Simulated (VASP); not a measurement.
# SiO2: electric field gradients with LDA

The system is SiO2.

```
Si O
1.0
     4.97270    0.00000    0.00000
     0.00000    4.97270    0.00000
     0.00000    0.00000    6.92570
Si O
4 8
Direct
  0.30549 0.30549 0.00000
  0.19451 0.80549 0.25000
  0.69451 0.69451 0.50000
  0.80549 0.19451 0.75000
  0.23645 0.11665 0.18516
  0.38335 0.73645 0.43516
  0.76355 0.88335 0.68516
  0.61665 0.26355 0.93516
  0.73645 0.38335 0.56484
  0.88335 0.76355 0.31484
  0.26355 0.61665 0.06484
  0.11665 0.23645 0.81484
```

```
Program                : VASP 6.6.1
Task                   : electric field gradients
Functional             : LDA
Potentials or basis    : VASP PAW LDA potentials, release 64 (Si, O)
Cutoff                 : 520 eV
k mesh                 : 6 × 6 × 5
Occupations            : fermi-dirac, width 0.02 eV
Spin                   : no spin polarisation
Dipole correction      : no
Further INCAR settings : ALGO = Normal; EDIFF = 1e-08; NBANDS = 44
```

* Pressure: -4.5 GPa
* Largest force: 0.342 eV/Å
* Band gap on the k mesh: 5.39 eV
* Largest electric field gradient by atom: Si -4.2; O +87.7 V/Å²

Forces on the atoms (eV/Å):
```
Si   0.014  0.014  0.000
Si  -0.014  0.014  0.000
Si  -0.014 -0.014  0.000
Si   0.014 -0.014  0.000
O    0.053 -0.176 -0.289
O    0.176  0.053 -0.289
O   -0.053  0.176 -0.289
O   -0.176 -0.053 -0.289
O    0.053  0.176  0.289
O    0.176 -0.053  0.289
O   -0.053 -0.176  0.289
O   -0.176  0.053  0.289
```

Stress tensor (GPa, compression positive):
```
-4.32  0.00  0.00
 0.00 -4.32  0.00
 0.00  0.00 -4.87
```

Levels at points of the mesh, in eV from the valence-band top:
```csv
k point,band 29,band 30,band 31,band 32,band 33,band 34,band 35,band 36
"(0.00, 0.00, 0.00)",-0.68,-0.34,-0.34,0.00,5.39,8.48,8.48,8.94
"(0.50, 0.00, 0.00)",-0.65,-0.65,-0.50,-0.50,7.44,7.44,8.90,8.90
"(0.50, 0.50, 0.00)",-0.58,-0.58,-0.52,-0.52,8.38,8.38,8.46,8.46
```

Electric field gradients, principal values (V/Å²):
```tsv
atom	least	middle	greatest (by size)
1 Si	0.333	3.821	-4.154
2 Si	0.333	3.821	-4.154
3 Si	0.333	3.821	-4.154
4 Si	0.333	3.821	-4.154
5 O	-35.422	-52.298	87.720
6 O	-35.422	-52.298	87.720
7 O	-35.422	-52.298	87.720
8 O	-35.422	-52.298	87.720
9 O	-35.422	-52.298	87.720
10 O	-35.422	-52.298	87.720
11 O	-35.422	-52.298	87.720
12 O	-35.422	-52.298	87.720
```

It took 4.8 min on 1 thread of Intel(R) Xeon(R) Platinum 8259CL CPU @ 2.50GHz (Skylake/Cascade Lake), on a shared host, peak memory 0.31 GiB.

Caveat: the cell stands under tension; without QUAD_EFG the Cq values of the log hold for a quadrupole moment of 1 mb, not for the nuclei. A k mesh can miss the band edges.
